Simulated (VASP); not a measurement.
# ScAl3N3 (Cm) in VASP: further runs

Runs on ScAl3N3. Level: PBE. Tasks: single point, relaxation of cell and atoms.

Everything below comes from runs of VASP 6.6.1. Logs are shortened: lines on timing, memory, paths and dates and some standing lists are left out, and cuts for length are marked.

### Step 1. The cell of the first run

The structure is monoclinic, space group Cm (No. 8). Conventional cell: a = 6.338 Å, b = 6.561 Å, c = 5.414 Å, α = 90.00°, β = 125.65°, γ = 90.00°. Sc (site symmetry m) has 3 N at 2.06 to 2.13 Å within 2.7 Å. Al (site symmetry m) has 3 N at 1.88 to 1.93 Å within 2.5 Å. Al (site symmetry 1) has 3 N at 1.91 Å within 2.5 Å. Within 2.5 Å of N (site symmetry 1) lie 3 Al at 1.91 to 1.93 Å and 1 Sc at 2.13 Å. N (site symmetry m) has 3 Al at 1.88 to 1.91 Å and 1 Sc at 2.06 Å within 2.5 Å.

The cell was generated, and may not be a known phase.

### Step 2. Single point, PBE

Contents of INCAR:

```
PREC     = Accurate       # precision mode
ENCUT    = 600            # plane-wave cutoff, eV
EDIFF    = 1E-6           # SCF threshold, eV
ISMEAR   = 0              # smearing method
SIGMA    = 0.2            # smearing width, eV
LREAL    = False          # projectors in reciprocal space
LASPH    = True           # aspherical terms in the spheres
NELM     = 120            # most SCF steps
ALGO     = Normal         # electronic algorithm
ISIF     = 2              # what is computed and relaxed
LWAVE    = False          # write WAVECAR
LCHARG   = False          # write CHGCAR
GGA      = PE             # functional
NBANDS   = 26             # bands
GGA_COMPAT= False
```

Contents of KPOINTS:

```
Automatic mesh
0
Gamma
  4 4 4
```

Contents of POSCAR:

```
ScAl3N3
1.0
    3.1681743929     -3.2805026748     -0.0656447442
    3.1681743929      3.2805026748     -0.0656447442
   -3.0898636308      0.0000000000      4.4644185727
Sc Al N
1 3 3
Direct
    0.0664408682      0.0664408682      0.0305418342
    0.5620510416      0.5620510416      0.0443453703
    0.8133621326      0.3239815418      0.5495410379
    0.3239815418      0.8133621326      0.5495410379
    0.4624307231      0.9321031840      0.3078904477
    0.9321031840      0.4624307231      0.3078904477
    0.6654905587      0.6654905587      0.7823578943
```

Potentials or basis: VASP PAW PBE potentials, release 64 (Sc_sv, Al, N).

On the command line:

```
cat potpaw_PBE.64/Sc_sv/POTCAR potpaw_PBE.64/Al/POTCAR potpaw_PBE.64/N/POTCAR > POTCAR
mpirun -np 1 vasp_std > vasp.out
```

OUTCAR:

```text
PREC = Accurate
   ENCUT = 600
   EDIFF = 1E-6
   ISMEAR = 0
   LREAL = False
   LASPH = True
   NELM = 120
   ISIF = 2
   GGA = PE

 ion  position               nearest neighbor table
   1  0.066  0.066  0.031-   7 2.06   6 2.13   5 2.13   2 3.10   4 3.11   3 3.11   3 3.11   4 3.11
                             3 3.18   4 3.18   2 3.24   4 3.27   3 3.27   2 3.28   2 3.28
   2  0.562  0.562  0.044-   7 1.88   6 1.93   5 1.93   1 3.10   4 3.15   3 3.15   4 3.16   3 3.16
                             3 3.16   4 3.16   4 3.21   3 3.21   1 3.24   1 3.28   1 3.28
   3  0.813  0.324  0.550-   7 1.91   6 1.91   5 1.91   1 3.11   1 3.11   2 3.15   2 3.16   2 3.16
                             4 3.17   4 3.17   1 3.18   4 3.21   2 3.21   1 3.27   4 3.35
   4  0.324  0.813  0.550-   7 1.91   5 1.91   6 1.91   1 3.11   1 3.11   2 3.15   2 3.16   2 3.16
                             3 3.17   3 3.17   1 3.18   3 3.21   2 3.21   1 3.27   3 3.35
   5  0.462  0.932  0.308-   4 1.91   3 1.91   2 1.93   1 2.13
   6  0.932  0.462  0.308-   3 1.91   4 1.91   2 1.93   1 2.13
   7  0.665  0.665  0.782-   2 1.88   3 1.91   4 1.91   1 2.06

  Warning from LATTYP: Got some problem with cell dimensions!
  Tried to take original basis but could not verify dimensions!
  LATTYP: Found a base centered monoclinic cell.
 ALAT       =     6.3377088025
 B/A-ratio  =     1.0352330083
 C/A-ratio  =     0.8543142636
 COS(beta)  =    -0.5828952394

  Lattice vectors:

 A1 = (  -3.1681743929,   3.2805026748,   0.0656447442)
 A2 = (  -3.1681743929,  -3.2805026748,   0.0656447442)
 A3 = (   3.2464851550,   0.0000000000,   4.3331290843)

Analysis of symmetry for initial positions (statically):
=====================================================================
 Subroutine PRICEL returns:
 Original cell was already a primitive cell.

 Routine SETGRP: Setting up the symmetry group for a
 base centered monoclinic supercell.

 Subroutine GETGRP returns: Found  2 space group operations
 (whereof  2 operations were pure point group operations)
 out of a pool of  4 trial point group operations.

The static configuration has the point symmetry C_1h.

Analysis of symmetry for dynamics (positions and initial velocities):
=====================================================================
 Subroutine PRICEL returns:
 Original cell was already a primitive cell.

 Routine SETGRP: Setting up the symmetry group for a
 base centered monoclinic supercell.

 Subroutine GETGRP returns: Found  2 space group operations
 (whereof  2 operations were pure point group operations)
 out of a pool of  4 trial point group operations.

The dynamic configuration has the point symmetry C_1h.

 Subroutine INISYM returns: Found  2 space group operations
 (whereof  2 operations are pure point group operations),
 and found     1 'primitive' translations

----------------------------------------------------------------------------------------

                                     Primitive cell

  volume of cell :      91.4684

  direct lattice vectors                    reciprocal lattice vectors
     3.168174393 -3.280502675 -0.065644744     0.160115740 -0.152415666  0.110817522
     3.168174393  3.280502675 -0.065644744     0.160115740  0.152415666  0.110817522
    -3.089863631  0.000000000  4.464418573     0.004708679  0.000000000  0.227252252

  length of vectors
     4.561067421  4.561067421  5.429391352     0.247281436  0.247281436  0.227301029

  position of ions in fractional coordinates (direct lattice)
     0.066440868  0.066440868  0.030541834
     0.562051042  0.562051042  0.044345370
     0.813362133  0.323981542  0.549541038
     0.323981542  0.813362133  0.549541038
     0.462430723  0.932103184  0.307890448
     0.932103184  0.462430723  0.307890448
     0.665490559  0.665490559  0.782357894

  ion indices of the primitive-cell ions
   primitive index   ion index
                 1           1
                 2           2
                 3           3
                 4           4
                 5           5
[... 56 lines left out ...]
      1     -42.6933      2.00000
      2     -21.4904      2.00000
      3     -21.3976      2.00000
      4     -21.3583      2.00000
      5      -9.5430      2.00000
      6      -7.6750      2.00000
[... 18 lines left out ...]
     25      11.0832      0.00000
     26      12.6532      0.00000

 k-point     2 :       0.2500    0.0000    0.0000
  band No.  band energies     occupation
      1     -42.6931      2.00000
      2     -21.4924      2.00000
      3     -21.3990      2.00000
      4     -21.3609      2.00000
      5      -9.2837      2.00000
      6      -7.8820      2.00000
[... 18 lines left out ...]
     25      11.4080      0.00000
     26      12.2482      0.00000

 k-point     3 :       0.5000    0.0000    0.0000
  band No.  band energies     occupation
      1     -42.6930      2.00000
      2     -21.4945      2.00000
      3     -21.4006      2.00000
      4     -21.3633      2.00000
      5      -8.8740      2.00000
      6      -8.2327      2.00000
[... 18 lines left out ...]
     25      11.3851      0.00000
     26      12.6444      0.00000

 k-point     4 :       0.2500    0.2500    0.0000
  band No.  band energies     occupation
      1     -42.6930      2.00000
      2     -21.4944      2.00000
      3     -21.4002      2.00000
      4     -21.3635      2.00000
      5      -8.9816      2.00000
      6      -8.0207      2.00000
[... 18 lines left out ...]
     25      11.5675      0.00000
     26      12.2209      0.00000
[... 496 lines left out ...]
      1     -42.6929      2.00000
      2     -21.4926      2.00000
      3     -21.4022      2.00000
      4     -21.3653      2.00000
      5      -8.5868      2.00000
      6      -8.3885      2.00000
[... 18 lines left out ...]
     25      11.5474      0.00000
     26      12.5109      0.00000

 k-point    23 :      -0.2500    0.2500    0.5000
  band No.  band energies     occupation
      1     -42.6930      2.00000
      2     -21.4943      2.00000
      3     -21.4008      2.00000
      4     -21.3636      2.00000
      5      -8.6703      2.00000
      6      -8.3587      2.00000
[... 18 lines left out ...]
     25      11.3309      0.00000
     26      12.7510      0.00000

 k-point    24 :       0.5000    0.5000    0.5000
  band No.  band energies     occupation
      1     -42.6928      2.00000
      2     -21.4936      2.00000
      3     -21.4027      2.00000
      4     -21.3671      2.00000
      5      -8.4439      2.00000
      6      -8.2932      2.00000
[... 18 lines left out ...]
     25      11.7959      0.00000
     26      11.9099      0.00000

------------------------ aborting loop because EDIFF is reached ----------------------------------------

  FORCE on cell =-STRESS in cart. coord.  units (eV):
  Direction    XX          YY          ZZ          XY          YZ          ZX
  --------------------------------------------------------------------------------------
  -------------------------------------------------------------------------------------
  Total       -0.1552784      0.1196814     -0.0236720      0.0000000      0.0000000      0.0523764
  in kB       -2.7198838      2.0963610     -0.4146428      0.0000000      0.0000000      0.9174350
  external PRESSURE =      -0.3460552 kB  Pullay stress =       0.0000000 kB

 VOLUME and BASIS-vectors are now :
 -----------------------------------------------------------------------------
  energy-cutoff  :      600.00
  volume of cell :       91.47
      direct lattice vectors                 reciprocal lattice vectors
     3.168174393 -3.280502675 -0.065644744     0.160115740 -0.152415666  0.110817522
     3.168174393  3.280502675 -0.065644744     0.160115740  0.152415666  0.110817522
    -3.089863631  0.000000000  4.464418573     0.004708679  0.000000000  0.227252252

 POSITION                                       TOTAL-FORCE (eV/Angst)
 -----------------------------------------------------------------------------------
      0.32662      0.00000      0.12763         0.088195      0.000000     -0.044694
      3.42433      0.00000      0.12418        -0.030488      0.000000      0.006334
      1.90530     -1.60541      2.37872         0.005857     -0.009711      0.009249
      1.90530      1.60541      2.37872         0.005857      0.009711      0.009249
      3.46679      1.54076      1.28301        -0.004354     -0.045637      0.026660
      3.46679     -1.54076      1.28301        -0.004354      0.045637      0.026660
      1.79940      0.00000      3.40540        -0.060713      0.000000     -0.033456
 -----------------------------------------------------------------------------------
    total drift:                               -0.000688     -0.000000      0.000803

  FREE ENERGIE OF THE ION-ELECTRON SYSTEM (eV)
  ---------------------------------------------------
  free  energy   TOTEN  =       -49.0952650333 eV

  energy  without entropy=      -49.0499465639  energy(sigma->0) =      -49.07260580
```

Wall time 31 s (1 thread of Intel Xeon 6975P-C (Granite Rapids), shared host); peak memory 0.26 GiB.

What came out:

| Item | Value |
| --- | --- |
| Free energy | -49.0953 eV |
| Pressure | 0.0 GPa |
| Largest force | 0.099 eV/Å |
| Band gap on the k mesh | zero (an odd number of electrons rules out a gap without spin polarisation) |

Forces in eV/Å, atoms in the order of the input:
```
Sc   0.088  0.000 -0.045
Al  -0.030  0.000  0.006
Al   0.006 -0.010  0.009
Al   0.006  0.010  0.009
N   -0.004 -0.046  0.027
N   -0.004  0.046  0.027
N   -0.061  0.000 -0.033
```

Caveat: the k points lie up to 0.39 Å⁻¹ apart, too coarse for converged energies and pressures of a metal; an odd number of electrons without spin polarisation forces a metal; a magnetic or distorted state may lie lower.

### Step 3. Single point, PBE

This run uses another cell than the first one, of 13.27 Å³/atom.

Contents of INCAR:

```
PREC = Accurate
ENCUT = 600
EDIFF = 1E-6
ISMEAR = 0
SIGMA = 0.2
LREAL = F
LASPH = T
NELM = 120
ALGO = Normal
ISIF = 2
LWAVE = F
LCHARG = T
GGA = PE
LELF = T
LVHAR = T
NBANDS = 26
GGA_COMPAT = F
```

Contents of KPOINTS:

```
regular mesh
0
Gamma
  5 5 3
```

Contents of POSCAR:

```
ScAl3N3
1.0
    5.1448073229     -1.6069123797     -0.0333132194
    5.1448073229      1.6069123797     -0.0333132194
   -0.8767081036      0.0000000000      5.6229853549
Sc Al N
1 3 3
Direct
    0.9400553931      0.9400553931      0.3155781194
    0.6961306203      0.6961306203      0.5681291274
    0.4350717423      0.4350717423      0.8093582583
    0.1846147496      0.1846147496      0.0612200335
    0.0003542756      0.0003542756     -0.0227367251
    0.7340238229      0.7340238229      0.2416719866
    0.5097494561      0.5097494561      0.5267782200
```

Potentials or basis: VASP PAW PBE potentials, release 64 (Sc_sv, Al, N).

On the command line:

```
cat potpaw_PBE.64/Sc_sv/POTCAR potpaw_PBE.64/Al/POTCAR potpaw_PBE.64/N/POTCAR > POTCAR
mpirun -np 1 vasp_std > vasp.out
```

It took 60 s on 1 thread of Intel Xeon 6975P-C (Granite Rapids), shared host; peak memory 0.35 GiB.

It converged, with:

| Item | Value |
| --- | --- |
| Free energy | -49.0342 eV |
| Pressure | -0.1 GPa |
| Largest force | 0.059 eV/Å |
| Band gap on the k mesh | zero (an odd number of electrons rules out a gap without spin polarisation) |

Forces in eV/Å, atoms in the order of the input:
```
Sc  -0.005  0.000  0.005
Al   0.010  0.000  0.016
Al  -0.032  0.000  0.002
Al  -0.016  0.000  0.022
N    0.031  0.000 -0.024
N   -0.033  0.000 -0.049
N    0.045  0.000  0.027
```

Stress tensor (GPa, compression positive):
```
-0.08  0.00 -0.04
 0.00 -0.19  0.00
-0.04  0.00  0.01
```

Levels at points of the mesh, in eV from the Fermi level:
| k point | band 14 | band 15 | band 16 | band 17 | band 18 | band 19 | band 20 | band 21 |
| --- | --- | --- | --- | --- | --- | --- | --- | --- |
| (0.00, 0.00, 0.00) | -3.43 | -3.38 | -3.20 | -3.07 | 0.67 | 1.74 | 2.25 | 2.62 |

Caveat: the k points lie up to 0.41 Å⁻¹ apart, too coarse for converged energies and pressures of a metal; an odd number of electrons without spin polarisation forces a metal; a magnetic or distorted state may lie lower.

### Step 4. Relaxation of cell and atoms, PBE

This run uses another cell than the first one, of 13.29 Å³/atom.

Contents of INCAR:

```
ALGO     = Normal         # electronic algorithm
EDIFF    = 1E-7           # SCF threshold, eV
EDIFFG   = -0.08          # ionic threshold
ENCUT    = 600            # plane-wave cutoff, eV
GGA      = PE             # functional
GGA_COMPAT= False        
IBRION   = 2              # ionic algorithm
ISIF     = 3              # what is computed and relaxed
ISMEAR   = 0              # smearing method
LASPH    = True           # aspherical terms in the spheres
LCHARG   = False          # write CHGCAR
LREAL    = False          # projectors in reciprocal space
LWAVE    = False          # write WAVECAR
NELM     = 120            # most SCF steps
NELMIN   = 4            
NSW      = 36             # ionic steps
PREC     = Accurate       # precision mode
SIGMA    = 0.2            # smearing width, eV
```

Contents of KPOINTS:

```
k-points
0
Gamma
  4 4 4
```

Contents of POSCAR:

```
ScAl3N3
1.0
    3.2967328300     -3.1892586900      0.0000000000
    3.2967328300      3.1892586900      0.0000000000
   -3.1235436000      0.0000000000      4.4257012000
Sc Al N
1 3 3
Direct
    0.0605088600      0.0605088600      0.0024146300
    0.6426581100      0.6426581100      0.1180844700
    0.7560140500      0.3148604000      0.5198258800
    0.3148604000      0.7560140500      0.5198258800
    0.4110352700      0.9420613600      0.2998833700
    0.9420613600      0.4110352700      0.2998833700
    0.6987220000      0.6987220000      0.8121904700
```

On the command line:

```
cat potpaw_PBE.64/Sc_sv/POTCAR potpaw_PBE.64/Al/POTCAR potpaw_PBE.64/N/POTCAR > POTCAR
mpirun -np 1 vasp_std > vasp.out
```

Wall time 7.1 min (1 thread of Intel Xeon 6975P-C (Granite Rapids), shared host); peak memory 0.31 GiB.

The run converged. Its results:

- Free energy: -49.0971 eV
- Relaxed volume: 13.04 Å³/atom
- Relaxed cell: a = 4.553 Å, b = 4.553 Å, c = 5.435 Å, α = 113.98°, β = 113.98°, γ = 92.05°
- Space group after relaxing (to 0.1 Å): Cm (No. 8)
- Energy gained by relaxing: 165.8 meV/atom
- Ionic steps: 18
- Pressure after relaxing: 0.0 GPa
- Largest force after relaxing: 0.071 eV/Å
- Band gap on the k mesh: zero (an odd number of electrons rules out a gap without spin polarisation)

Forces on the atoms (eV/Å):
```
Sc  -0.037  0.000  0.061
Al   0.008  0.000  0.006
Al   0.023  0.004 -0.023
Al   0.023 -0.004 -0.023
N    0.008 -0.003 -0.001
N    0.008  0.003 -0.001
N   -0.033  0.000 -0.019
```

Stress tensor (GPa, compression positive):
```
 0.11  0.00  0.03
 0.00  0.17  0.00
 0.03  0.00 -0.26
```

Step by step:
| step | energy change (eV) | largest force (eV/Å) | pressure (GPa) | volume (Å³) |
| --- | --- | --- | --- | --- |
| 1 | 0.0000 | 2.4661 | 4.80 | 93.06 |
| 2 | -0.4874 | 1.2470 | -4.52 | 98.51 |
| 3 | -0.4892 | 1.1399 | -4.05 | 98.14 |
| 4 | -0.7365 | 1.1133 | -0.05 | 94.88 |
| 5 | -0.7949 | 1.2767 | 3.66 | 92.28 |
| 6 | -0.9664 | 0.8688 | 1.52 | 92.72 |
| 7 | -1.0489 | 0.5176 | -1.19 | 93.28 |
| 8 | -1.1013 | 0.3650 | -0.08 | 92.32 |
| 9 | -1.1100 | 0.3739 | 0.72 | 91.74 |
| 10 | -1.1314 | 0.3101 | -0.02 | 92.01 |
| 11 | -1.1347 | 0.3278 | -0.42 | 92.17 |
| 12 | -1.1459 | 0.1556 | -0.26 | 91.84 |
| 13 | -1.1485 | 0.1158 | -0.12 | 91.60 |
| 14 | -1.1544 | 0.0888 | 0.21 | 91.29 |
| 15 | -1.1554 | 0.1349 | 0.43 | 91.10 |
| 16 | -1.1591 | 0.0996 | 0.12 | 91.22 |
| 17 | -1.1594 | 0.1237 | -0.02 | 91.27 |
| 18 | -1.1606 | 0.0713 | 0.01 | 91.27 |

Final structure:
```
CELL_PARAMETERS angstrom
3.16048 -3.27647 -0.06356
3.16048 3.27647 -0.06356
-3.09270 0.00000 4.46937
ATOMIC_POSITIONS crystal
Sc 0.06741 0.06741 0.02821
Al 0.56173 0.56173 0.04423
Al 0.81390 0.32372 0.55038
Al 0.32372 0.81390 0.55038
N 0.46206 0.93136 0.30805
N 0.93136 0.46206 0.30805
N 0.66570 0.66570 0.78280
```

Levels at points of the mesh, in eV from the Fermi level:
```csv
k point,band 13,band 14,band 15,band 16,band 17,band 18,band 19,band 20,band 21
"(0.00, 0.00, 0.00)",-4.71,-4.21,-3.86,-3.54,-3.30,-0.33,0.27,0.76,1.57
"(0.50, 0.00, 0.00)",-4.95,-4.22,-3.66,-3.27,-1.93,0.02,0.62,1.48,2.01
"(0.50, 0.50, 0.00)",-4.04,-3.68,-3.55,-3.34,-2.63,0.34,1.17,2.12,2.27
"(0.00, 0.00, 0.50)",-4.49,-4.17,-3.81,-3.79,-1.96,0.19,0.28,0.78,1.48
"(0.50, 0.00, 0.50)",-4.61,-4.20,-3.75,-3.57,-2.05,-0.62,0.80,1.60,1.87
"(0.50, 0.50, 0.50)",-3.84,-3.62,-3.58,-3.20,-2.23,0.24,0.79,1.62,2.05
```

Caveat: the k points lie up to 0.39 Å⁻¹ apart in the final cell, too coarse for converged energies and pressures of a metal; an odd number of electrons without spin polarisation forces a metal; a magnetic or distorted state may lie lower; the relaxation stopped at a loose force limit of 0.08 eV/Å, so its end isn't a converged minimum.

### Step 5. The runs side by side

```tsv
task	cell	k mesh	gap on the mesh (eV)	pressure (GPa)	largest force (eV/Å)
single point	a = 4.561, b = 4.561, c = 5.429 Å, angles 114.0, 114.0, 92.0°, 7 atoms, atomic positions A	4 × 4 × 4	none	0.0	0.10
single point	a = 5.390, b = 5.390, c = 5.691 Å, angles 98.8, 98.8, 34.7°, 7 atoms, atomic positions B	5 × 5 × 3	none	-0.1	0.06
relaxation of cell and atoms	relaxed from a = 4.587, b = 4.587, c = 5.417 Å, angles 114.5, 114.5, 88.1°, 7 atoms, atomic positions C	4 × 4 × 4	none	0.0	0.07
```

Alike in all rows: level PBE; potentials or basis VASP PAW PBE potentials, release 64 (Sc_sv, Al, N); no spin polarisation; cutoff (eV) 600; smearing gaussian 0.2 eV.

Caveats: all runs use coarse meshes; an odd number of electrons without spin polarisation forces a metal; a magnetic or distorted state may lie lower; the relaxation stopped at a loose force limit of 0.08 eV/Å, so its end isn't a converged minimum (at least some runs).

Absolute energies hang on the potentials; compare differences alone.
